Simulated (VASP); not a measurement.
Here is a VASP 6.6.1 calculation.

INCAR

```
SYSTEM = CO2
ALGO = Normal
EDIFF = 1E-6
ENCUT = 520
GGA = PE
ISIF = 2
ISMEAR = 0
LASPH = .TRUE.
LCHARG = .FALSE.
LREAL = .FALSE.
LWAVE = .FALSE.
NBANDS = 44
NELM = 80
PREC = Accurate
SIGMA = 0.05
```

The input KPOINTS:

```
k-points
0
G
  4 4 4
  0 0 0
```

The input POSCAR:

```
CO2
1.0
    5.8968892608      0.0000000000      0.0000000000
    0.0000000000      5.8968892608      0.0000000000
    0.0000000000      0.0000000000      6.1881955903
C O
4 8
Direct
    0.0000000000      0.0000000000      0.0000000000
    0.5000000000      0.0000000000      0.5000000000
    0.5000000000      0.5000000000      0.0000000000
    0.0000000000      0.5000000000      0.5000000000
    0.1114834447      0.1114834447      0.1114834447
    0.3885165553      0.8885165553      0.6114834447
    0.6114834447      0.3885165553      0.8885165553
    0.8885165553      0.6114834447      0.3885165553
    0.8885165553      0.8885165553      0.8885165553
    0.6114834447      0.1114834447      0.3885165553
    0.3885165553      0.6114834447      0.1114834447
    0.1114834447      0.3885165553      0.6114834447
```

Potentials or basis: VASP PAW PBE potentials, release 64 (C, O).

The run is started by

```console
$ cat potpaw_PBE.64/C/POTCAR potpaw_PBE.64/O/POTCAR > POTCAR
$ mpirun -np 1 vasp_std > vasp.out
```

Predict the pressure.

4.3 GPa.

What does it give for the largest force?

1.962 eV/Å.

Forces on the atoms (eV/Å):
```
C    0.000  0.000  0.000
C    0.000  0.000  0.000
C    0.000  0.000  0.000
C    0.000  0.000  0.000
O    1.113  1.120  1.164
O   -1.113 -1.120  1.164
O    1.113 -1.120 -1.164
O   -1.113  1.120 -1.164
O   -1.113 -1.120 -1.164
O    1.113  1.120 -1.164
O   -1.113  1.120  1.164
O    1.113 -1.120  1.164
```

Caveat: the cell stands under pressure; this functional lacks dispersion, which holds the molecules together, so the pressure and a relaxed volume are unreliable; forces of over 1 eV/Å act on the atoms, so gaps and moduli don't describe the material at rest.
